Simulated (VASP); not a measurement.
A run of VASP 6.6.1 is set up as follows.

INCAR

```
PREC = Accurate
ENCUT = 500
EDIFF = 1E-7
ISMEAR = -1
SIGMA = 0.15
LREAL = F
LASPH = T
NELM = 120
ALGO = Normal
ISIF = 3
LWAVE = F
LCHARG = F
GGA = PE
IBRION = 2
NSW = 80
EDIFFG = -0.005
GGA_COMPAT = F
NELMIN = 4
```

The input KPOINTS:

```
Automatic mesh
0
Gamma
  14 14 14
```

POSCAR

```
Al
1.0
    2.8635070000      0.0000000000      0.0000000000
    1.4317535000      2.4798698059      0.0000000000
    1.4317535000      0.8266232686      2.3380436750
Al
1
Direct
    0.0000000000      0.0000000000      0.0000000000
```

Potentials or basis: VASP PAW PBE potentials, release 64 (Al).

Command:

```bash
$ cat potpaw_PBE.64/Al/POTCAR > POTCAR
$ mpirun -np 1 vasp_std > vasp.out
```

(1) Predict the relaxed cell.

(2) Predict the space group after relaxing (to 0.05 Å).

## Answers

(1) a = 2.857 Å, b = 2.857 Å, c = 2.857 Å, α = 60.00°, β = 60.00°, γ = 60.00°.

(2) Fm-3m (No. 225).
